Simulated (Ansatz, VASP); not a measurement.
**One calculation of SnO, two programs**

Contents of INCAR:

```
PREC = Accurate
ENCUT = 520
EDIFF = 1E-6
ISMEAR = 0
SIGMA = 0.15
LREAL = False
LASPH = True
NELM = 60
ALGO = Normal
ISIF = 2
LWAVE = False
LCHARG = False
GGA = CA
NBANDS = 28
```

The input KPOINTS:

```
Automatic mesh
0
Gamma
  10 10 8
```

Contents of POSCAR:

```
SnO
1.0
    3.8548000000      0.0000000000      0.0000000000
    0.0000000000      3.8548000000      0.0000000000
    0.0000000000      0.0000000000      4.0967000000
Sn O
2 2
Direct
    0.0000000000      0.5000000000      0.2457459271
    0.5000000000      0.0000000000      0.7542540729
    0.0000000000      0.0000000000      0.0000000000
    0.5000000000      0.5000000000      0.0000000000
```

Input for Ansatz:

```yaml
crystal:
  lattice:
    - [3.8548, 0.0, 0.0]
    - [0.0, 3.8548, 0.0]
    - [0.0, 0.0, 4.0967]
  atoms:
    - { symbol: Sn, position: [0.0, 0.5, 0.2457459271] }
    - { symbol: Sn, position: [0.5, 0.0, 0.7542540729] }
    - { symbol: O, position: [0.0, 0.0, 0.0] }
    - { symbol: O, position: [0.5, 0.5, 0.0] }
basis:
  ecutwfc: 520.0
kpoints:
  mp_grid: { grid: [10, 10, 8] }
hamiltonian:
  xc: lda
scf:
  occupations: { method: gaussian, width: 0.15 }
output:
  forces: true
  stress: true
  eigenvalues: true
```

Alike in both runs: task single point; functional LDA; k mesh 10 × 10 × 8; occupations gaussian, width 0.15 eV; no spin polarisation.

|  | VASP | Ansatz |
| --- | --- | --- |
| version | VASP 6.6.1 | Ansatz 0.2.0 |
| potentials or method | VASP PAW LDA potentials, release 64 (Sn_d, O), cutoff 520 eV | scalar-relativistic, plane waves, PAW |
| valence electrons in the cell | 40 | 40 |

```csv
,VASP,Ansatz,Ansatz less VASP
gap on the k mesh at the Fermi level (eV),0.29,0.32,+0.026
least direct gap on the mesh (eV),1.34,1.38,+0.035
pressure (GPa),7.4,6.8,-0.56
"traceless stress, the component that is largest in VASP (GPa)",5.13,5.23,+0.100
rms of the force components (eV/Å),0.601,0.552,-0.0489
```

LDA's correlation is that of Perdew and Zunger in VASP and of Perdew and Wang (1992) in Ansatz. Atom by atom the forces differ by 0.049 eV/Å (rms over components).
